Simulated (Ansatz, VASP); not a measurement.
Cs: VASP beside Ansatz

Contents of INCAR:

```
PREC = Accurate
ENCUT = 520
EDIFF = 1E-7
ISMEAR = -1
SIGMA = 0.08
LREAL = False
LASPH = True
NELM = 100
ALGO = Normal
ISIF = 2
LWAVE = False
LCHARG = True
LELF = True
LVHAR = True
NBANDS = 16
```

Contents of KPOINTS:

```
Automatic mesh
0
Gamma
  7 7 7
```

Contents of POSCAR:

```
Cs
1.0
    0.0000000000      4.0504655462      4.0504655462
    4.0504655462      0.0000000000      4.0504655462
    4.0504655462      4.0504655462      0.0000000000
Cs
2
Direct
   -0.1250000000     -0.1250000000     -0.1250000000
    0.1250000000      0.1250000000      0.1250000000
```

Input for Ansatz:

```yaml
crystal:
  lattice:
    - [0.0, 4.0504655462, 4.0504655462]
    - [4.0504655462, 0.0, 4.0504655462]
    - [4.0504655462, 4.0504655462, 0.0]
  atoms:
    - { symbol: Cs, position: [-0.125, -0.125, -0.125] }
    - { symbol: Cs, position: [0.125, 0.125, 0.125] }
kpoints:
  mp_grid: { grid: [7, 7, 7] }
  band_path:
    path:
      - [0.0, 0.0, 0.0]
      - [0.5, 0.0, 0.5]
      - [0.625, 0.25, 0.625]
      - [0.375, 0.375, 0.75]
      - [0.0, 0.0, 0.0]
      - [0.5, 0.5, 0.5]
      - [0.5, 0.25, 0.75]
      - [0.5, 0.0, 0.5]
    npoints: 8
scf:
  occupations: { method: fermi_dirac, width: 0.08 }
hamiltonian:
  xc: lda
  pseudopotentials: { kind: all_electron, lapw: { basis_error: 0.001 } }
output:
  forces: true
  stress: true
  eigenvalues: true
  populations: true
  dos: { projected: true, de: 0.2, e_range: [-14, 8] }
```

Change from the starting cell: volume scaled by 0.43, LAPW.

Alike in both runs: task single point; functional LDA; k mesh 7 × 7 × 7; occupations fermi-dirac, width 0.08 eV; no spin polarisation.

```csv
,VASP,Ansatz
version,VASP 6.6.1,Ansatz 0.2.0
potentials or method,"VASP PAW LDA potentials, release 64 (Cs_sv), cutoff 520 eV","all-electron LAPW, scalar-relativistic"
```

|  | VASP | Ansatz | Ansatz less VASP |
| --- | --- | --- | --- |
| pressure (GPa) | 1.6 | 1.6 | -0.03 |

LDA's correlation is that of Perdew and Zunger in VASP and of Perdew and Wang (1992) in Ansatz. Ansatz ran all-electron here, and VASP with PAW potentials.

Neither program's run includes spin-orbit coupling.
